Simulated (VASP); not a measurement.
# W31Se64 (a cell with a defect) in VASP: single point with PBE

Aim: the single point of W31Se64 (a cell with a defect) with PBE.

All numbers are computed with VASP 6.6.1; they aren't measurements. Logs are shortened: lines on timing, memory, paths and dates and some standing lists are left out, and cuts for length are marked.

### 1 The cell of the first run

The cell holds a defect, 95 atoms: a = 13.000 Å, b = 13.000 Å, c = 12.826 Å, α = 90.00°, β = 90.00°, γ = 120.00°.

### 2 Single point, PBE

Input file INCAR:

```
SYSTEM = W31Se64
PREC     = Accurate       ! precision mode
ENCUT    = 400            ! plane-wave cutoff, eV
EDIFF    = 1E-6           ! SCF threshold, eV
ISMEAR   = 0              ! smearing method
SIGMA    = 0.01           ! smearing width, eV
LREAL    = Auto         
LASPH    = .TRUE.         ! aspherical terms in the spheres
NELM     = 120            ! most SCF steps
ALGO     = Normal         ! electronic algorithm
ISIF     = 2              ! what is computed and relaxed
LWAVE    = .FALSE.        ! write WAVECAR
LCHARG   = .FALSE.        ! write CHGCAR
GGA      = PE             ! functional
NBANDS   = 462            ! bands
NELECT   = 822.0        
GGA_COMPAT= .FALSE.
```

Input file KPOINTS:

```
regular mesh
0
G
  1 1 1
  0 0 0
```

Input file POSCAR:

```
W31Se64
1.0
   12.9997095243      0.0000001098      0.0000000000
   -6.4998548573     11.2580786350      0.0000000000
    0.0000000000      0.0000000000     12.8261208300
W Se
31 64
Direct
    0.1664176640      0.0835121901      0.7502159023
    0.0826258114      0.1673024618      0.2502452502
    0.1671479579      0.3324792979      0.7502198489
    0.0840091370      0.4168058248      0.2490208924
    0.1673070528      0.5841790064      0.7502983553
    0.0830155897      0.6650599188      0.2500571235
    0.1667681831      0.8326044173      0.7501502225
    0.0820564282      0.9157875513      0.2506784597
    0.4173306426      0.0831587298      0.7502904307
    0.3340892398      0.1678178188      0.2498401380
    0.4170415174      0.3336242342      0.7495888755
    0.3292081592      0.4152306603      0.2465168197
    0.4159365051      0.5827436427      0.7504357783
    0.3269135022      0.6610009329      0.2479982448
    0.4169101045      0.8330124937      0.7502202844
    0.3341988095      0.9156580795      0.2502589370
    0.6657520235      0.0826130851      0.7501346329
    0.5848505822      0.1668800677      0.2504434169
    0.6658909463      0.3326649411      0.7500943329
    0.5861467713      0.4156919907      0.2496110707
    0.6672443905      0.5826819245      0.7502051920
    0.6671883549      0.8339984535      0.7500002035
    0.5889261489      0.9230274201      0.2524715976
    0.9174299808      0.0827555909      0.7502089969
    0.8331093312      0.1659366293      0.2514597821
    0.9167063804      0.3331904612      0.7502080386
    0.8336081357      0.4162888907      0.2502674574
    0.9172370437      0.5840279955      0.7503138169
    0.8341383358      0.6637507991      0.2509406185
    0.9162836391      0.8328708695      0.7508561773
    0.8346211390      0.9206702464      0.2539639084
    0.0833095999      0.1664604651      0.8826292095
    0.1668690208      0.0837033020      0.3811554496
    0.0834530294      0.1666026699      0.6177970059
    0.1661731095      0.0829970572      0.1193580789
    0.0837608022      0.4166369975      0.8819074287
    0.1672539112      0.3338384535      0.3817111113
    0.0838396077      0.4166895710      0.6187097115
    0.1644310840      0.3312485190      0.1157007397
    0.0834107842      0.6664528680      0.8824215970
    0.1654958522      0.5821635136      0.3824635095
    0.0834111956      0.6663229162      0.6180378534
    0.1641866059      0.5821165008      0.1154724743
    0.0834486988      0.9163970341      0.8820442713
    0.1667751520      0.8326137405      0.3812021841
    0.0829237980      0.9162235280      0.6187196035
    0.1665788393      0.8328850712      0.1195270104
    0.3337047531      0.1670017526      0.8817252902
    0.4169953520      0.0832873366      0.3809825115
    0.3335254248      0.1664629771      0.6183917546
    0.4172499057      0.0830799397      0.1193225342
    0.3336762706      0.4166020090      0.8824896396
    0.4180504949      0.3374889428      0.3793121072
    0.3335001148      0.4170343072      0.6175072987
    0.4186901971      0.3352909803      0.1185915109
    0.3336498080      0.6664986640      0.8826437406
    0.4321160860      0.5921687353      0.3610963298
    0.3336614248      0.6663778290      0.6177426696
    0.4078989427      0.5784599198      0.1095690743
    0.3335464667      0.9161913722      0.8821358317
    0.4177680295      0.8293981812      0.3796635323
    0.3337260069      0.9163766954      0.6183110848
    0.4204850216      0.8321514391      0.1208380390
    0.5836204102      0.1665180780      0.8823875910
    0.6678060260      0.0857365138      0.3850212414
    0.5834733751      0.1664902526      0.6180020300
    0.6677484666      0.0844272899      0.1180105164
    0.5834099330      0.4166870541      0.8824213975
    0.6672099549      0.3332009979      0.3823299912
    0.5838562255      0.4169046578      0.6174124894
    0.6672329742      0.3324268695      0.1179584870
    0.5837248182      0.6667171122      0.8817510287
    0.6682512292      0.5834536202      0.3807398834
    0.5832144918      0.6662204948      0.6186647946
    0.6662799888      0.5816873557      0.1200698593
    0.5835560528      0.9162608836      0.8827041666
    0.6714530015      0.8420489916      0.3908792312
    0.5834240915      0.9162752201      0.6178006324
    0.6577721014      0.8179803185      0.1392075043
    0.8332459829      0.1660784938      0.8817190114
    0.9186547265      0.0854827325      0.3847643953
    0.8332825818      0.1661407554      0.6185041241
    0.9160733541      0.0826572353      0.1187915393
    0.8332779946      0.4166542851      0.8819017537
    0.9177735982      0.3336935426      0.3814595728
    0.8332709470      0.4166405073      0.6185038667
    0.9162343664      0.3321733652      0.1190375327
    0.8330042905      0.6660439518      0.8830230572
    0.9174461337      0.5826769390      0.3825635911
    0.8332367260      0.6665234650      0.6179948462
    0.9166754080      0.5826992713      0.1182250087
    0.8328800002      0.9164163934      0.8829475942
    0.9145597356      0.8312242414      0.3819304968
    0.8333219033      0.9162397998      0.6179471936
    0.9123717537      0.8318114883      0.1212001484
```

Potentials or basis: VASP PAW PBE potentials, release 64 (W_sv, Se).

Run with:

```console
cat potpaw_PBE.64/W_sv/POTCAR potpaw_PBE.64/Se/POTCAR > POTCAR
mpirun -np 1 vasp_gam > vasp.out
```

OUTCAR:

```text
SYSTEM = W31Se64
   PREC = Accurate
   ENCUT = 400
   EDIFF = 1E-6
   ISMEAR = 0
   LREAL = Auto
   LASPH = .TRUE.
   NELM = 120
   ISIF = 2
   GGA = PE
   NELECT = 822.0

 ion  position               nearest neighbor table
   1  0.166  0.084  0.750-  32 2.53  34 2.53  46 2.53  48 2.53  50 2.53  44 2.53   3 3.23  24 3.23
                            11 3.25  30 3.25   7 3.26   9 3.26
   2  0.083  0.167  0.250-  37 2.52  83 2.52  81 2.53  39 2.53  35 2.53  33 2.53  12 3.21  31 3.22
                             4 3.23  25 3.23  10 3.27   8 3.27
   3  0.167  0.332  0.750-  34 2.52  32 2.53  52 2.53  38 2.53  54 2.53  36 2.53   1 3.23  11 3.24
                            13 3.24  24 3.25  26 3.26   5 3.27
   4  0.084  0.417  0.249-  87 2.52  85 2.53  41 2.53  37 2.53  43 2.53  39 2.53  14 3.17  12 3.20
                             6 3.23   2 3.23  27 3.25  25 3.26
   5  0.167  0.584  0.750-  40 2.52  42 2.52  56 2.53  58 2.53  38 2.53  36 2.53   7 3.23  15 3.24
                            13 3.24  28 3.25  26 3.26   3 3.27
   6  0.083  0.665  0.250-  41 2.52  89 2.52  91 2.52  47 2.52  45 2.53  43 2.53  14 3.20  29 3.23
                             4 3.23  27 3.24  16 3.26   8 3.27
   7  0.167  0.833  0.750-  42 2.53  40 2.53  60 2.53  62 2.53  46 2.53  44 2.53   5 3.23  28 3.24
                            15 3.25   9 3.26  30 3.26   1 3.26
   8  0.082  0.916  0.251-  33 2.52  45 2.52  35 2.53  47 2.53  93 2.53  95 2.53  31 3.25  29 3.25
                             6 3.27   2 3.27  10 3.28  16 3.28
   9  0.417  0.083  0.750-  64 2.52  66 2.53  62 2.53  60 2.53  48 2.53  50 2.53  17 3.23  19 3.24
[... 95 lines left out ...]
  82  0.833  0.166  0.619-  26 2.53  17 2.53  24 2.53
  83  0.916  0.083  0.119-  31 2.52   2 2.52  25 2.53
  84  0.833  0.417  0.882-  26 2.53  28 2.53  19 2.53
  85  0.918  0.334  0.381-  25 2.52  27 2.52   4 2.53
[... 8 lines left out ...]
  94  0.833  0.916  0.618-  22 2.52  24 2.53  30 2.53
  95  0.912  0.832  0.121-  29 2.52   8 2.53  31 2.53

  LATTYP: Found a hexagonal cell.
 ALAT       =    12.9997095243
 C/A-ratio  =     0.9866467251

  Lattice vectors:

 A1 = (  12.9997095243,   0.0000001098,   0.0000000000)
 A2 = (  -6.4998548573,  11.2580786350,   0.0000000000)
 A3 = (   0.0000000000,   0.0000000000,  12.8261208300)

Analysis of symmetry for initial positions (statically):
=====================================================================
 Subroutine PRICEL returns:
 Original cell was already a primitive cell.

 Routine SETGRP: Setting up the symmetry group for a
 hexagonal supercell.

 Subroutine GETGRP returns: Found  1 space group operations
 (whereof  1 operations were pure point group operations)
 out of a pool of 24 trial point group operations.

The static configuration has the point symmetry C_1 .

Analysis of symmetry for dynamics (positions and initial velocities):
=====================================================================
 Subroutine PRICEL returns:
 Original cell was already a primitive cell.

 Routine SETGRP: Setting up the symmetry group for a
 hexagonal supercell.

 Subroutine GETGRP returns: Found  1 space group operations
 (whereof  1 operations were pure point group operations)
 out of a pool of 24 trial point group operations.

The dynamic configuration has the point symmetry C_1 .

 Subroutine INISYM returns: Found  1 space group operations
 (whereof  1 operations are pure point group operations),
[... 246 lines left out ...]
   NGXF,Y,Z  is equivalent  to a cutoff of  23.02, 23.02, 21.78 a.u.
 SYSTEM =  W31Se64
   PREC   = accura    normal or accurate (medium, high low for compatibility)
   ISTART =      0    job   : 0-new  1-cont  2-samecut
   ICHARG =      2    charge: 1-file 2-atom 10-const
   ISPIN  =      1    spin polarized calculation?
   LNONCOLLINEAR =      F non collinear calculations
   LSORBIT =      F    spin-orbit coupling
   LASPH  =      T    aspherical Exc in radial PAW
   ENCUT  =  400.0 eV  29.40 Ry    5.42 a.u.  21.20 21.20 20.92*2*pi/ulx,y,z
   NELM   =    120;   NELMIN=  2; NELMDL= -5     # of ELM steps
   EDIFF  = 0.1E-05   stopping-criterion for ELM
   LREAL  =      T    real-space projection
   EDIFFG = 0.1E-04   stopping-criterion for IOM
   NSW    =      0    number of steps for IOM
   IBRION =     -1    ionic relax: 0-MD 1-quasi-New 2-CG
   NFREE  =      0    steps in history (QN), initial steepest desc. (CG)
   ISIF   =      2    stress and relaxation
   ISYM   =      2    0-nonsym 1-usesym 2-fastsym
   POTIM  = 0.5000    time-step for ionic-motion
   TEBEG  =    0.0;   TEEND  =   0.0 temperature during run
   PSTRESS=    0.0 pullay stress
   NELECT =     822.0000    total number of electrons
   NUPDOWN=      -1.0000    fix difference up-down
   EMIN   =  10.00;   EMAX   =-10.00  energy-range for DOS
   EFERMI =   0.00;   METHOD = LEGACY
   ISMEAR =     0;   SIGMA  =   0.01  broadening in eV -4-tet -1-fermi 0-gaus
   EFERMI_NEDOS =   21; number of points for ismear=-14 and -15
   IALGO  =     38    algorithm
   IMIX   =      4    mixing-type and parameters
     AMIX     =   0.40;   BMIX     =  1.00
     AMIX_MAG =   1.60;   BMIX_MAG =  1.00
  volume/ion in A,a.u.               =      19.76       133.34
  Fermi-wavevector in a.u.,A,eV,Ry     =   1.243181  2.349271 21.027789  1.545499
  Thomas-Fermi vector in A             =   2.377503
   LORBIT       =      0    0 simple, 1 ext, 2 COOP (PROOUT), +10 PAW based schemes
   GGA     = PE    functional components
   LHFCALC =     F    Hartree Fock is set to
   AEXX    =    0.0000 exact exchange contribution
   IVDW    =     0    specifies the selected vdW correction
   LEPSILON=     F    determine dielectric tensor
   LRPA    =     F    only Hartree local field effects (RPA)
 non-spin polarized calculation
 Gauss-broadening in eV      SIGMA  =   0.01
  energy-cutoff  :      400.00
  volume of cell :     1877.13
 maximum number of plane-waves:     17049
 NGX is ok and might be reduce to    90
   NGX = 43   NGY = 43   NGZ = 41

 number of electron     821.9999872 magnetization

 Free energy of the ion-electron system (eV)
  ---------------------------------------------------
  ext. energy  EPLUGINS =         0.00000000
  ---------------------------------------------------
  free energy    TOTEN  =      -642.82262614 eV

  energy without entropy =     -642.82262614  energy(sigma->0) =     -642.82262614

 E-fermi :   7.2280     XC(G=0): -10.9342

 val. band max:        7.1695055919   @ k =   0.0000   0.0000   0.0000
 cond. band min:       7.2786601747   @ k =   0.0000   0.0000   0.0000
 fundamental gap:      0.1091545829
 Fermi energy:         7.2279619922

 k-point     1 :       0.0000    0.0000    0.0000
  band No.  band energies     occupation
      1     -67.9859      2.00000
      2     -67.9817      2.00000
      3     -67.9803      2.00000
      4     -67.9758      2.00000
      5     -67.9686      2.00000
      6     -67.9679      2.00000
[... 415 lines left out ...]
    422       7.9515      0.00000
    423       7.9548      0.00000
 [bands above 423 left out]

------------------------ aborting loop because EDIFF is reached ----------------------------------------

  FORCE on cell =-STRESS in cart. coord.  units (eV):
  Direction    XX          YY          ZZ          XY          YZ          ZX
  --------------------------------------------------------------------------------------
  -------------------------------------------------------------------------------------
  Total      124.8592433    124.8732893    104.8222386     -0.0594361      0.3299066      0.2203504
  in kB      106.5707510    106.5827396     89.4686239     -0.0507303      0.2815842      0.1880750
  external PRESSURE =     100.8740381 kB  Pullay stress =       0.0000000 kB

 VOLUME and BASIS-vectors are now :
 -----------------------------------------------------------------------------
  energy-cutoff  :      400.00
  volume of cell :     1877.13
      direct lattice vectors                 reciprocal lattice vectors
    12.999709524  0.000000110  0.000000000     0.076924795  0.044412552  0.000000000
    -6.499854857 11.258078635  0.000000000    -0.000000001  0.088825103  0.000000000
     0.000000000  0.000000000 12.826120830     0.000000000  0.000000000  0.077965896

 POSITION                                       TOTAL-FORCE (eV/Angst)
 -----------------------------------------------------------------------------------
      1.62056      0.94019      9.62236        -0.004008      0.001806     -0.000542
     -0.01333      1.88350      3.20968        -0.008905      0.005315     -0.000575
      0.01181      3.74308      9.62241        -0.001327      0.000130      0.001306
     -1.61708      4.69243      3.19397         0.006410     -0.003777      0.002508
     -1.62214      6.57673      9.62342         0.004589      0.001878     -0.002043
     -3.24361      7.48730      3.20726         0.003386      0.005210      0.001956
[... 87 lines left out ...]
      4.87752     10.31510      7.92587         0.001047      0.001144     -0.048225
      6.45391      9.36460      1.55453         0.008076     -0.004345     -0.049465
 -----------------------------------------------------------------------------------
    total drift:                                0.016759     -0.048596     -0.003393

  FREE ENERGIE OF THE ION-ELECTRON SYSTEM (eV)
  ---------------------------------------------------
  free  energy   TOTEN  =      -642.8226261381 eV

  energy  without entropy=     -642.8226261381  energy(sigma->0) =     -642.82262614
```

Run time: 51 min. Hardware: 1 thread of AMD EPYC 7R13, shared host; peak memory 1.2 GiB.

Results:

```yaml
Free_energy: -642.8226 eV
Largest_force: 0.063 eV/Å
```

Forces in eV/Å, atoms in the order of the input:
```
W   -0.004  0.002 -0.001
W   -0.009  0.005 -0.001
W   -0.001  0.000  0.001
W    0.006 -0.004  0.003
W    0.005  0.002 -0.002
W    0.003  0.005  0.002
W   -0.001  0.000  0.001
W   -0.009 -0.005 -0.002
W    0.000  0.000 -0.001
W    0.000  0.006 -0.001
W    0.003  0.002  0.003
W   -0.009 -0.004 -0.010
W   -0.003  0.004 -0.002
W    0.010 -0.007  0.003
W    0.002 -0.001 -0.001
W    0.005 -0.001  0.000
W    0.002 -0.003  0.000
W   -0.005 -0.003  0.000
W    0.001  0.000  0.003
W   -0.004 -0.007  0.003
W    0.002  0.001 -0.001
W   -0.002 -0.002  0.001
W    0.009 -0.007  0.004
W    0.002  0.003 -0.001
W    0.005 -0.002  0.000
W    0.000  0.001 -0.002
W   -0.007  0.003 -0.003
W    0.002  0.002 -0.002
W    0.005  0.007  0.001
W    0.001 -0.003 -0.002
W   -0.001  0.016  0.010
Se  -0.001  0.002  0.055
Se   0.009  0.006  0.052
Se  -0.002  0.001 -0.048
Se  -0.003 -0.004 -0.058
Se  -0.001  0.000  0.048
Se   0.001  0.006  0.059
Se   0.003 -0.004 -0.048
Se  -0.005 -0.012 -0.061
Se  -0.003 -0.003  0.052
Se  -0.011 -0.003  0.052
Se  -0.003  0.001 -0.048
Se  -0.007 -0.005 -0.051
Se   0.003 -0.001  0.051
Se   0.006 -0.008  0.047
Se  -0.001 -0.001 -0.053
Se   0.001 -0.002 -0.047
Se   0.002  0.002  0.063
Se   0.008 -0.004  0.047
Se   0.003  0.001 -0.062
Se   0.001 -0.001 -0.054
Se   0.004  0.002  0.051
Se   0.010 -0.001  0.050
Se   0.005  0.001 -0.055
Se  -0.009  0.010 -0.052
Se   0.000  0.000  0.048
Se   0.020  0.029  0.032
Se   0.001  0.000 -0.053
Se   0.000  0.008 -0.031
Se   0.000  0.003  0.050
Se  -0.004 -0.006  0.053
Se   0.000  0.004 -0.044
Se   0.000  0.000 -0.052
Se  -0.003 -0.004  0.056
Se   0.000  0.004  0.056
Se  -0.002  0.000 -0.047
Se   0.007  0.007 -0.048
Se  -0.002 -0.002  0.054
Se   0.003  0.007  0.052
Se   0.000 -0.001 -0.053
Se   0.003  0.003 -0.058
Se  -0.002  0.000  0.045
Se  -0.020  0.019  0.042
Se   0.000 -0.006 -0.045
Se  -0.026  0.019 -0.048
Se   0.004 -0.002  0.049
Se  -0.005 -0.020  0.037
Se   0.002  0.000 -0.051
Se  -0.003 -0.026 -0.033
Se   0.001 -0.004  0.059
Se   0.000 -0.004  0.049
Se   0.001 -0.004 -0.052
Se   0.002  0.005 -0.051
Se  -0.001  0.000  0.048
Se  -0.011  0.002  0.052
Se  -0.002  0.000 -0.051
Se  -0.003  0.000 -0.057
Se   0.000 -0.001  0.045
Se   0.005 -0.007  0.053
Se   0.000  0.004 -0.063
Se   0.000 -0.005 -0.049
Se   0.004  0.000  0.057
Se   0.009 -0.009  0.051
Se   0.001  0.001 -0.048
Se   0.008 -0.004 -0.049
```

Caveat: the k points lie up to 0.56 Å⁻¹ apart; the cell carries a net charge on a neutralising background, which shifts energy and pressure; the cell is charged against a uniform background, so pressure and absolute levels hang on convention; spin-orbit coupling is left out, which moves the levels of the heavy elements.
